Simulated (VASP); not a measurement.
A run of VASP 6.6.1 is set up as follows.

INCAR

```
SYSTEM = GaAs
ALGO     = Normal         ! electronic algorithm
EDIFF    = 1E-8           ! SCF threshold, eV
ENCUT    = 520            ! plane-wave cutoff, eV
GGA      = PS             ! functional
IBRION   = 8              ! ionic algorithm
ISIF     = 2              ! what is computed and relaxed
ISMEAR   = 0              ! smearing method
LASPH    = .True.         ! aspherical terms in the spheres
LCHARG   = .True.         ! write CHGCAR
LEPSILON = .True.         ! dielectric tensor by DFPT
LREAL    = .False.        ! projectors in reciprocal space
LWAVE    = .False.        ! write WAVECAR
NBANDS   = 16             ! bands
NELM     = 60             ! most SCF steps
NSW      = 1              ! ionic steps
PREC     = Accurate       ! precision mode
SIGMA    = 0.01           ! smearing width, eV
```

KPOINTS

```
k-points
0
Gamma
  12 12 12
  0 0 0
```

File POSCAR:

```
GaAs
1.0
    0.0000000000      2.8105677685      2.8105677685
    2.8105677685      0.0000000000      2.8105677685
    2.8105677685      2.8105677685      0.0000000000
Ga As
1 1
Direct
    0.0000000000      0.0000000000      0.0000000000
    0.7500000000      0.7500000000      0.7500000000
```

Potentials or basis: VASP PAW PBE potentials, release 64 (Ga_d, As).

Command:

```bash
$ cat potpaw_PBE.64/Ga_d/POTCAR potpaw_PBE.64/As/POTCAR > POTCAR
$ mpirun -np 1 vasp_std > vasp.out
```

**Question.** What does it give for the electronic dielectric tensor (diagonal)?

**Answer.** 16.49.

**Question.** Estimate the Born charges (mean of the diagonal).

**Answer.** Ga +2.10; As -2.10 e.

**Question.** What does it give for the highest phonon frequency at Γ, LO-TO splitting left out?

**Answer.** 270 cm⁻¹.

Born effective charge tensors (e):
atom 1, Ga
```
2.10 0.00 0.00
0.00 2.10 0.00
0.00 0.00 2.10
```
atom 2, As
```
-2.10  0.00  0.00
 0.00 -2.10  0.00
 0.00  0.00 -2.10
```

Caveat: the cell stands under pressure or tension, which shifts response properties.
